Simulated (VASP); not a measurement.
Runs of VASP 6.6.1 on GaAs. The structure is that of space group F-43m (No. 216), or close to it. The cells are those of the table. 

| cell | gap on the mesh (eV) | pressure (GPa) |
| --- | --- | --- |
| a = 3.908, b = 3.908, c = 3.806 Å, angles 60.9, 60.9, 58.3°, 2 atoms | (b) | (a) |
| a = 3.857, b = 3.857, c = 3.806 Å, angles 60.4, 60.4, 59.1°, 2 atoms | 1.38 | 12.6 |
| a = 3.907 Å, angles 60.0°, 2 atoms | (c) | 6.7 |
| a = 4.107 Å, angles 60.0°, 2 atoms | 0.36 | -4.5 |
| a = 3.957, b = 3.957, c = 4.007 Å, angles 59.6, 59.6, 60.8°, 2 atoms | 1.04 | 2.1 |

Alike in all rows: task single point; level r2SCAN; potentials or basis VASP PAW PBE potentials, release 64 (Ga_d, As); no spin polarisation; k mesh 8 × 8 × 8; cutoff (eV) 520; smearing gaussian 0.05 eV.

Q: Fill in the values left out.

A: (a) 9.5; (b) 1.32; (c) 1.57.

Caveats: the PAW data sets were made with another functional, which shifts forces and pressure a little.

A k mesh can miss the band edges, and the runs leave out spin-orbit coupling on As, Ga.
